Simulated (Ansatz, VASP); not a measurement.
# Ga: VASP beside Ansatz

Contents of POSCAR:

```
Ga
1.0
   -1.4250600000      1.4250600000      2.1621300000
    1.4250600000     -1.4250600000      2.1621300000
    1.4250600000      1.4250600000     -2.1621300000
Ga
1
Direct
    0.0000000000      0.0000000000      0.0000000000
```

INCAR.step1

```
PREC = Accurate
ENCUT = 520
ISMEAR = 0
SIGMA = 0.15
LREAL = False
LASPH = True
NELM = 60
NBANDS = 12
GGA = PE
ALGO = Normal
EDIFF = 1E-4
LWAVE = True
LCHARG = False
```

The input INCAR.step2:

```
PREC = Accurate
ENCUT = 520
EDIFF = 1E-6
ISMEAR = 0
SIGMA = 0.15
LREAL = False
LASPH = True
NELM = 60
ALGO = Normal
ISIF = 2
LWAVE = False
LCHARG = False
METAGGA = R2SCAN
LMIXTAU = True
NBANDS = 12
ISTART = 1
```

KPOINTS

```
Automatic mesh
0
Gamma
  24 24 24
```

Input for Ansatz:

```yaml
crystal:
  lattice:
    - [-1.42506, 1.42506, 2.16213]
    - [1.42506, -1.42506, 2.16213]
    - [1.42506, 1.42506, -2.16213]
  atoms:
    - { symbol: Ga, position: [0.0, 0.0, 0.0] }
basis:
  ecutwfc: 500
kpoints:
  mp_grid: { grid: [24, 24, 24] }
hamiltonian:
  xc: r2scan
scf:
  occupations: { method: gaussian, width: 0.15 }
output:
  forces: true
  stress: true
  eigenvalues: true
```

Change from the starting cell: strain +0.015 along x and y, -0.030 along z, atoms carried along.

Alike in both runs: task single point; functional r2SCAN; k mesh 24 × 24 × 24; occupations gaussian, width 0.15 eV; no spin polarisation.

|  | VASP | Ansatz |
| --- | --- | --- |
| version | VASP 6.6.1 | Ansatz 0.2.0 |
| potentials or method | VASP PAW PBE potentials, release 64 (Ga_d), cutoff 520 eV | scalar-relativistic, plane waves, PAW |
| valence electrons in the cell | 13 | 13 |

Ansatz gave:

| Property | Result |
| --- | --- |
| gap on the k mesh at the Fermi level (eV) | none |
| pressure (GPa) | 1.0 |
| traceless stress, the component that is largest in VASP (GPa) | 0.15 |

Task: Estimate VASP's values.

Result: gap on the k mesh at the Fermi level (eV): none; pressure (GPa): 1.0; traceless stress, the component that is largest in VASP (GPa): 0.11.

VASP's potentials were made for PBE, not for r2SCAN. A gap of «none» marks a metal or a gap that the smearing closes. With one functional, cell and mesh, what is left measures potentials, basis and numerics.
